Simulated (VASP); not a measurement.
# HfS2 in VASP: relaxation of the atoms with PBE+D3(BJ)

Aim: the relaxation of the atoms of HfS2 with PBE+D3(BJ).

Program: VASP 6.6.1. These are calculated values, not measurements. Logs are shortened: lines on timing, memory, paths and dates and some standing lists are left out, and cuts for length are marked.

**1. The cell of the first run**

The cell holds a slab with vacuum, 6 atoms: a = 3.640 Å, b = 3.640 Å, c = 28.914 Å, α = 90.00°, β = 90.00°, γ = 120.00°.

**2. Relaxation of the atoms, PBE+D3(BJ)**

The input, INCAR:

```
ALGO     = Normal         # electronic algorithm
DIPOL    = 0.5 0.5 0.500
EDIFF    = 1E-7           # SCF threshold, eV
EDIFFG   = -0.04          # ionic threshold
ENCUT    = 450            # plane-wave cutoff, eV
GGA      = PE             # functional
GGA_COMPAT= F            
IBRION   = 2              # ionic algorithm
IDIPOL   = 3            
ISIF     = 2              # what is computed and relaxed
ISMEAR   = 0              # smearing method
IVDW     = 12             # dispersion correction
LASPH    = T              # aspherical terms in the spheres
LCHARG   = F              # write CHGCAR
LDIPOL   = T            
LREAL    = F              # projectors in reciprocal space
LWAVE    = F              # write WAVECAR
NELM     = 120            # most SCF steps
NELMDL   = -8           
NELMIN   = 4            
NSW      = 60             # ionic steps
PREC     = Accurate       # precision mode
SIGMA    = 0.05           # smearing width, eV
```

The input, KPOINTS:

```
k-points
0
Gamma
  9 9 1
```

The input, POSCAR:

```
HfS2
1.0
    3.6396641800      0.0000000000      0.0000000000
   -1.8198320900      3.1520416400      0.0000000000
    0.0000000000      0.0000000000     28.9143688770
S Hf
4 2
Direct
    0.6666666700      0.3333333400      0.3458488076
    0.3333333300      0.6666666600      0.4447202824
    0.6666666700      0.3333333400      0.5552797176
    0.3333333300      0.6666666600      0.6541511924
    0.0000000000      0.0000000000      0.3952845497
    0.0000000000      0.0000000000      0.6047154503
```

Potentials or basis: VASP PAW PBE potentials, release 64 (S, Hf_pv).

Launch:

```console
> cat potpaw_PBE.64/S/POTCAR potpaw_PBE.64/Hf_pv/POTCAR > POTCAR
> mpirun -np 1 vasp_std > vasp.out
```

OUTCAR:

```text
EDIFF = 1E-7
   EDIFFG = -0.04
   ENCUT = 450
   GGA = PE
   IBRION = 2
   ISIF = 2
   ISMEAR = 0
   IVDW = 12
   LASPH = T
   LREAL = F
   NELM = 120
   NELMDL = -8
   NELMIN = 4
   NSW = 60
   PREC = Accurate
 IVDW          = 12

 ion  position               nearest neighbor table
   1  0.667  0.333  0.346-   5 2.54   5 2.54   5 2.54
   2  0.333  0.667  0.445-   5 2.54   5 2.54   5 2.54
   3  0.667  0.333  0.555-   6 2.54   6 2.54   6 2.54
   4  0.333  0.667  0.654-   6 2.54   6 2.54   6 2.54
   5  0.000  0.000  0.395-   2 2.54   2 2.54   2 2.54   1 2.54   1 2.54   1 2.54
   6  0.000  0.000  0.605-   3 2.54   3 2.54   3 2.54   4 2.54   4 2.54   4 2.54

  LATTYP: Found a hexagonal cell.
 ALAT       =     3.6396641800
 C/A-ratio  =     7.9442408549

  Lattice vectors:

 A1 = (   3.6396641800,   0.0000000000,   0.0000000000)
 A2 = (  -1.8198320900,   3.1520416400,   0.0000000000)
 A3 = (   0.0000000000,   0.0000000000,  28.9143688770)

Analysis of symmetry for initial positions (statically):
=====================================================================
 Subroutine PRICEL returns:
 Original cell was already a primitive cell.

 Routine SETGRP: Setting up the symmetry group for a
 hexagonal supercell.

 Subroutine GETGRP returns: Found 12 space group operations
 (whereof 12 operations were pure point group operations)
 out of a pool of 24 trial point group operations.

The static configuration has the point symmetry D_3d.

Analysis of symmetry for dynamics (positions and initial velocities):
=====================================================================
 Subroutine PRICEL returns:
 Original cell was already a primitive cell.

 Routine SETGRP: Setting up the symmetry group for a
 hexagonal supercell.

 Subroutine GETGRP returns: Found 12 space group operations
 (whereof 12 operations were pure point group operations)
 out of a pool of 24 trial point group operations.

The dynamic configuration has the point symmetry D_3d.

 Subroutine INISYM returns: Found 12 space group operations
 (whereof 12 operations are pure point group operations),
 and found     1 'primitive' translations

----------------------------------------------------------------------------------------

                                     Primitive cell

  volume of cell :     331.7164

  direct lattice vectors                    reciprocal lattice vectors
     3.639664180  0.000000000  0.000000000     0.274750623  0.158627346  0.000000000
    -1.819832090  3.152041640  0.000000000     0.000000000  0.317254692  0.000000000
     0.000000000  0.000000000 28.914368877     0.000000000  0.000000000  0.034584881

  length of vectors
     3.639664180  3.639664179 28.914368877     0.317254692  0.317254692  0.034584881

  position of ions in fractional coordinates (direct lattice)
     0.666666670  0.333333340  0.345848808
     0.333333330  0.666666660  0.444720282
     0.666666670  0.333333340  0.555279718
     0.333333330  0.666666660  0.654151192
     0.000000000  0.000000000  0.395284550
     0.000000000  0.000000000  0.604715450

  ion indices of the primitive-cell ions
   primitive index   ion index
                 1           1
                 2           2
                 3           3
                 4           4
                 5           5
                 6           6

----------------------------------------------------------------------------------------

 KPOINTS: k-points

Automatic generation of k-mesh.
 Grid dimensions read from file:
 generate k-points for:    9    9    1

 Generating k-lattice:

  Cartesian coordinates                     Fractional coordinates (reciprocal lattice)
     0.030527847  0.017625261  0.000000000     0.111111111 -0.000000000  0.000000000
     0.000000000  0.035250521  0.000000000     0.000000000  0.111111111  0.000000000
     0.000000000  0.000000000  0.034584881     0.000000000  0.000000000  1.000000000

  Length of vectors
     0.035250521  0.035250521  0.034584881

  Shift w.r.t. Gamma in fractional coordinates (k-lattice)
     0.000000000  0.000000000  0.000000000

 Subroutine IBZKPT returns following result:
 ===========================================

 Found     12 irreducible k-points:

 Following reciprocal coordinates:
            Coordinates               Weight
  0.000000  0.000000  0.000000      1.000000
  0.111111  0.000000  0.000000      6.000000
  0.222222  0.000000  0.000000      6.000000
  0.333333  0.000000  0.000000      6.000000
  0.444444  0.000000  0.000000      6.000000
  0.111111  0.111111  0.000000      6.000000
  0.222222  0.111111  0.000000     12.000000
  0.333333  0.111111  0.000000     12.000000
  0.444444  0.111111  0.000000      6.000000
  0.222222  0.222222  0.000000      6.000000
  0.333333  0.222222  0.000000     12.000000
  0.333333  0.333333  0.000000      2.000000
   k-points           NKPTS =     12   k-points in BZ     NKDIM =     12   number of bands    NBANDS=     26
   number of dos      NEDOS =    301   number of ions     NIONS =      6
   total plane-waves  NPLWV = 156800
   dimension x,y,z NGX =    28 NGY =   28 NGZ =  200
   dimension x,y,z NGXF=    56 NGYF=   56 NGZF=  400
   ions per type =               4   2
   NGX,Y,Z   is equivalent  to a cutoff of  12.79, 12.79, 11.50 a.u.
   NGXF,Y,Z  is equivalent  to a cutoff of  25.58, 25.58, 23.00 a.u.
 SYSTEM =  unknown system
   PREC   = accura    normal or accurate (medium, high low for compatibility)
   ISTART =      0    job   : 0-new  1-cont  2-samecut
   ICHARG =      2    charge: 1-file 2-atom 10-const
   ISPIN  =      1    spin polarized calculation?
   LNONCOLLINEAR =      F non collinear calculations
   LSORBIT =      F    spin-orbit coupling
   LASPH  =      T    aspherical Exc in radial PAW
   ENCUT  =  450.0 eV  33.07 Ry    5.75 a.u.   6.30  6.30 50.01*2*pi/ulx,y,z
   NELM   =    120;   NELMIN=  4; NELMDL= -8     # of ELM steps
   EDIFF  = 0.1E-06   stopping-criterion for ELM
   LREAL  =      F    real-space projection
   EDIFFG = -.4E-01   stopping-criterion for IOM
   NSW    =     60    number of steps for IOM
   IBRION =      2    ionic relax: 0-MD 1-quasi-New 2-CG
   NFREE  =      1    steps in history (QN), initial steepest desc. (CG)
   ISIF   =      2    stress and relaxation
   ISYM   =      2    0-nonsym 1-usesym 2-fastsym
   POTIM  = 0.5000    time-step for ionic-motion
   TEBEG  =    0.0;   TEEND  =   0.0 temperature during run
   PSTRESS=    0.0 pullay stress
   NELECT =      44.0000    total number of electrons
   NUPDOWN=      -1.0000    fix difference up-down
   EMIN   =  10.00;   EMAX   =-10.00  energy-range for DOS
   EFERMI =   0.00;   METHOD = LEGACY
   ISMEAR =     0;   SIGMA  =   0.05  broadening in eV -4-tet -1-fermi 0-gaus
   EFERMI_NEDOS =   21; number of points for ismear=-14 and -15
   IALGO  =     38    algorithm
   IMIX   =      4    mixing-type and parameters
     AMIX     =   0.40;   BMIX     =  1.00
     AMIX_MAG =   1.60;   BMIX_MAG =  1.00
  volume/ion in A,a.u.               =      55.29       373.09
  Fermi-wavevector in a.u.,A,eV,Ry     =   0.834904  1.577740  9.484149  0.697065
  Thomas-Fermi vector in A             =   1.948374
   LORBIT       =      0    0 simple, 1 ext, 2 COOP (PROOUT), +10 PAW based schemes
   GGA     = PE    functional components
   LHFCALC =     F    Hartree Fock is set to
   AEXX    =    0.0000 exact exchange contribution
   IVDW    =    12    specifies the selected vdW correction
   LEPSILON=     F    determine dielectric tensor
   LRPA    =     F    only Hartree local field effects (RPA)
 conjugate gradient relaxation of ions
 non-spin polarized calculation
 Gauss-broadening in eV      SIGMA  =   0.05
  energy-cutoff  :      450.00
  volume of cell :      331.72
 maximum number of plane-waves:      7241
 NGX is ok and might be reduce to    28
   NGX = 13   NGY = 13   NGZ =101

--------------------------------------- Ionic step        1  -------------------------------------------

 number of electron      44.0000003 magnetization

 Free energy of the ion-electron system (eV)
  ---------------------------------------------------
  ext. energy  EPLUGINS =         0.00000000
  ---------------------------------------------------
  free energy    TOTEN  =       -45.82833446 eV

  energy without entropy =      -45.82833446  energy(sigma->0) =      -45.82833446

------------------------ aborting loop because EDIFF is reached ----------------------------------------

 Edisp (eV)   -1.61658

 E8    (eV) :    -0.7185
[... 123 lines left out ...]
--------------------------------------- Ionic step        4  -------------------------------------------

 number of electron      44.0000000 magnetization

 dipolmoment           0.000000      0.000000     -0.000000 electrons x Angstroem

------------------------ aborting loop because EDIFF is reached ----------------------------------------

 Edisp (eV)   -1.61602

 E8    (eV) :    -0.7183
[... 35 lines left out ...]
--------------------------------------- Ionic step        5  -------------------------------------------

 number of electron      44.0000000 magnetization

 dipolmoment           0.000000      0.000000      0.000000 electrons x Angstroem

 Free energy of the ion-electron system (eV)
  ---------------------------------------------------
  ext. energy  EPLUGINS =         0.00000000
  ---------------------------------------------------
  free energy    TOTEN  =       -45.83268068 eV

  energy without entropy =      -45.83268068  energy(sigma->0) =      -45.83268068

 E-fermi :  -2.2975     XC(G=0):  -4.2496

 val. band max:       -2.5253206566   @ k =   0.0000   0.0000   0.0000
 cond. band min:      -1.2505076518   @ k =   0.4444   0.0000   0.0000
 fundamental gap:      1.2748130048
 Fermi energy:        -2.2974506391

 k-point     1 :       0.0000    0.0000    0.0000
  band No.  band energies     occupation
      1     -33.1892      2.00000
      2     -33.1891      2.00000
      3     -33.0774      2.00000
      4     -33.0774      2.00000
      5     -33.0774      2.00000
      6     -33.0774      2.00000
[... 337 lines left out ...]
     25       1.0280      0.00000
     26       1.0280      0.00000

------------------------ aborting loop because EDIFF is reached ----------------------------------------

 vacuum level on the upper side and lower side of the slab       (xc-potential included)        -0.105        -0.105

 Edisp (eV)   -1.61662

 E8    (eV) :    -0.7186

  FORCE on cell =-STRESS in cart. coord.  units (eV):
  Direction    XX          YY          ZZ          XY          YZ          ZX
  --------------------------------------------------------------------------------------
  -------------------------------------------------------------------------------------
  Total      -1.46655    -1.46655    -0.67699     0.00000     0.00000     0.00000
  in kB      -7.08340    -7.08340    -3.26985     0.00000     0.00000     0.00000
  external pressure =       -5.81 kB  Pullay stress =        0.00 kB
[... 21 lines left out ...]
  FREE ENERGIE OF THE ION-ELECTRON SYSTEM (eV)
  ---------------------------------------------------
  free  energy   TOTEN  =       -47.4492982040 eV

  energy  without entropy=      -47.4492982040  energy(sigma->0) =      -47.44929820

 reached required accuracy - stopping structural energy minimisation

 vacuum level on the upper side and lower side of the slab         3.761         3.761
```

Wall time 7.3 min (1 thread of Intel Xeon Platinum 8259CL at 2.50GHz (Skylake/Cascade Lake), shared host); peak memory 0.46 GiB.

Results:

```yaml
Free_energy: -47.4493 eV
Energy_gained_by_relaxing: 0.7 meV/atom
Ionic_steps: 5
Largest_force_after_relaxing: 0.038 eV/Å
Band_gap_on_the_k_mesh: 1.27 eV (least direct gap 2.06 eV)
Dispersion_energy_per_atom: -0.269 eV
```

Forces on the atoms (eV/Å):
```
S    0.000  0.000  0.037
S    0.000  0.000  0.016
S    0.000  0.000 -0.016
S    0.000  0.000 -0.037
Hf   0.000  0.000  0.038
Hf   0.000  0.000 -0.038
```

Step by step:
```
step  energy change (eV)  largest force (eV/Å)  pressure (GPa)
   1              0.0000                0.1718           -0.27
   2             -0.0032                0.0940           -0.44
   3             -0.0040                0.0541           -0.59
   4             -0.0040                0.0485           -0.58
   5             -0.0044                0.0376           -0.58
```

Final structure:
```
CELL_PARAMETERS angstrom
3.63966 0.00000 0.00000
-1.81983 3.15204 0.00000
0.00000 0.00000 28.91437
ATOMIC_POSITIONS crystal
S 0.66667 0.33333 0.34556
S 0.33333 0.66667 0.44533
S 0.66667 0.33333 0.55467
S 0.33333 0.66667 0.65444
Hf 0.00000 0.00000 0.39546
Hf 0.00000 0.00000 0.60454
```

Levels at points of the mesh, in eV from the valence-band top:
```tsv
k point	band 19	band 20	band 21	band 22	band 23	band 24	band 25	band 26
(0.00, 0.00, 0.00)	-0.05	-0.05	0.00	0.00	2.06	2.06	2.08	2.08
```

Caveat: spin-orbit coupling is left out, which moves the levels of the heavy elements.
